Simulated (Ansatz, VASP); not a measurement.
## Ti: VASP beside Ansatz

File INCAR:

```
SYSTEM = Ti
  ALGO = Fast
  EDIFF = 1E-7
  ENCUT = 520
  GGA = PE
  ISIF = 2
  ISMEAR = 0
  LASPH = .TRUE.
  LCHARG = .FALSE.
  LREAL = .FALSE.
  LWAVE = .FALSE.
  NBANDS = 19
  NELM = 80
  PREC = Accurate
  SIGMA = 0.15
```

KPOINTS

```
k-points
0
G
  18 18 10
  0 0 0
```

POSCAR

```
Ti
1.0
    3.1269977320      0.0000000000      0.0000000000
   -1.5634988660      2.7080594735      0.0000000000
    0.0000000000      0.0000000000      4.6860000000
Ti
2
Direct
    0.3333333333      0.6666666667      0.2500000000
    0.6666666667      0.3333333333      0.7500000000
```

Input for Ansatz:

```yaml
crystal:
  lattice:
    - [3.126997732, 0.0, 0.0]
    - [-1.563498866, 2.7080594735, 0.0]
    - [0.0, 0.0, 4.686]
  atoms:
    - { symbol: Ti, position: [0.3333333333, 0.6666666667, 0.25] }
    - { symbol: Ti, position: [0.6666666667, 0.3333333333, 0.75] }
basis:
  ecutwfc: 420
kpoints:
  mp_grid: { grid: [18, 18, 10] }
hamiltonian:
  xc: pbe
scf:
  occupations: { method: gaussian, width: 0.15 }
output:
  forces: true
  stress: true
  eigenvalues: true
```

Change from the starting cell: strain +0.0600 x Voigt [1, 1, 0, 0, 0, 0], atoms carried along.

Alike in both runs: task single point; functional PBE; k mesh 18 × 18 × 10; occupations gaussian, width 0.15 eV; no spin polarisation.

|  | VASP | Ansatz |
| --- | --- | --- |
| version | VASP 6.6.1 | Ansatz 0.2.0 |
| potentials or method | VASP PAW PBE potentials, release 64 (Ti_sv), cutoff 520 eV | scalar-relativistic, plane waves, PAW |
| valence electrons in the cell | 24 | 24 |

```tsv
	VASP	Ansatz	Ansatz less VASP
gap on the k mesh at the Fermi level (eV)	none	none	-
pressure (GPa)	-11.5	-11.4	+0.09
traceless stress, the component that is largest in VASP (GPa)	2.87	2.89	+0.017
```

A gap of «none» marks a metal or a gap that the smearing closes.
